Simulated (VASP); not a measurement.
Set up this calculation in VASP 6.6.1, as the native input.

```yaml
Task: single point
Functional: PBEsol
Potentials_or_basis: VASP PAW PBE potentials, release 64 (Ta_pv, Si)
Cutoff: 520 eV
k_mesh: 6 × 6 × 6
Occupations: gaussian, width 0.1 eV
Spin: no spin polarisation
Dipole_correction: no
Further_INCAR_settings: ALGO = Normal; EDIFF = 1e-06; NBANDS = 14
```

The structure of TaSi lies in POSCAR:

```
TaSi
1.0
    2.8972131777      0.0000000000      0.0000000000
    0.0000000000      2.8972131777      0.0000000000
    0.0000000000      0.0000000000      2.8972131777
Ta Si
1 1
Direct
    0.5000000000      0.5000000000      0.5000000000
    0.0000000000      0.0000000000      0.0000000000
```

These files were run (other wordings do the same):

INCAR

```
PREC     = Accurate       # precision mode
ENCUT    = 520            # plane-wave cutoff, eV
EDIFF    = 1E-6           # SCF threshold, eV
ISMEAR   = 0              # smearing method
SIGMA    = 0.1            # smearing width, eV
LREAL    = False          # projectors in reciprocal space
LASPH    = True           # aspherical terms in the spheres
NELM     = 60             # most SCF steps
ALGO     = Normal         # electronic algorithm
ISIF     = 2              # what is computed and relaxed
LWAVE    = False          # write WAVECAR
LCHARG   = False          # write CHGCAR
GGA      = PS             # functional
NBANDS   = 14             # bands
```

KPOINTS

```
Automatic mesh
0
Gamma
  6 6 6
```

Potentials or basis: VASP PAW PBE potentials, release 64 (Ta_pv, Si).

Run with:

```console
$ cat potpaw_PBE.64/Ta_pv/POTCAR potpaw_PBE.64/Si/POTCAR > POTCAR
$ mpirun -np 1 vasp_std > vasp.out
```

Results of the run:

The pressure is 70.4 GPa.

Caveat: the k points lie up to 0.36 Å⁻¹ apart; the PAW data sets were made with another functional, which shifts forces and pressure a little.

Run time: 4.7 s on 1 thread of Intel(R) Xeon(R) Platinum 8488C (Sapphire Rapids), with other jobs on the host, peak memory 0.13 GiB.
